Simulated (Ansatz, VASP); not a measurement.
MgS: VASP beside Ansatz

```xyz
2
Lattice="0.0000 2.8633 2.8633 2.8633 0.0000 2.8633 2.8633 2.8633 0.0000" Properties=species:S:1:pos:R:3 pbc="T T T"
Mg    0.0000    0.0000    0.0000
S     4.2949    4.2949    4.2949
```

Alike in both runs: task single point; functional PBE; k mesh 8 × 8 × 8; occupations gaussian, width 0.02 eV; no spin polarisation.

```csv
,VASP,Ansatz
version,VASP 6.6.1,Ansatz 0.2.0
potentials or method,"VASP PAW PBE potentials, release 64 (Mg, S), cutoff 520 eV","scalar-relativistic, plane waves, PAW"
valence electrons in the cell,8,16
```

Ansatz gave:

| Property | Result |
| --- | --- |
| gap on the k mesh at the Fermi level (eV) | 3.30 |
| least direct gap on the mesh (eV) | 3.30 |
| pressure (GPa) | -0.8 |

Task: Estimate VASP's values.

Result: gap on the k mesh at the Fermi level (eV): 3.29; least direct gap on the mesh (eV): 3.29; pressure (GPa): -1.0.

VASP's potentials hold 8 valence electrons a cell and Ansatz's 16, so a difference there can come from the potentials and not from the codes.
